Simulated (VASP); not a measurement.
Wanted: the native input for a VASP 6.6.1 run.

```
Task                   : single point
Functional             : LDA
Potentials or basis    : VASP PAW LDA potentials, release 64 (O)
Cutoff                 : 600 eV
k mesh                 : 18 × 18 × 18
Occupations            : fermi-dirac, width 0.05 eV
Spin                   : no spin polarisation
Dipole correction      : no
Further INCAR settings : ALGO = Normal; EDIFF = 1e-06; NBANDS = 9
```

The structure of O lies in POSCAR:

```
O
1.0
    1.8015480499      0.0000000000      0.0000000000
    0.0000000000      1.8015480499      0.0000000000
    0.0000000000      0.0000000000      1.8015480499
O
1
Direct
    0.0000000000      0.0000000000      0.0000000000
```

The input as run:

INCAR

```
PREC     = Accurate       # precision mode
ENCUT    = 600            # plane-wave cutoff, eV
EDIFF    = 1E-6           # SCF threshold, eV
ISMEAR   = -1             # smearing method
SIGMA    = 0.05           # smearing width, eV
LREAL    = F              # projectors in reciprocal space
LASPH    = T              # aspherical terms in the spheres
NELM     = 120            # most SCF steps
ALGO     = Normal         # electronic algorithm
ISIF     = 2              # what is computed and relaxed
LWAVE    = F              # write WAVECAR
LCHARG   = T              # write CHGCAR
GGA      = CA             # functional
LELF     = T              # ELF
LVHAR    = T            
NBANDS   = 9              # bands
GGA_COMPAT= F
```

KPOINTS

```
regular mesh
0
Gamma
  18 18 18
```

Potentials or basis: VASP PAW LDA potentials, release 64 (O).

The run is started by

```bash
$ cat potpaw_LDA.64/O/POTCAR > POTCAR
$ mpirun -np 1 vasp_std > vasp.out
```

Results of the run:

```json
{"Pressure": "81.6 GPa", "Band gap on the k mesh": "zero (bands 3 and 4 overlap by 8.25 eV)"}
```

Caveat: the cell stands under pressure.

Run time: 4.1 s on 1 thread of Intel(R) Xeon(R) Platinum 8259CL CPU @ 2.50GHz (Skylake/Cascade Lake), with other jobs on the host, peak memory 0.11 GiB.
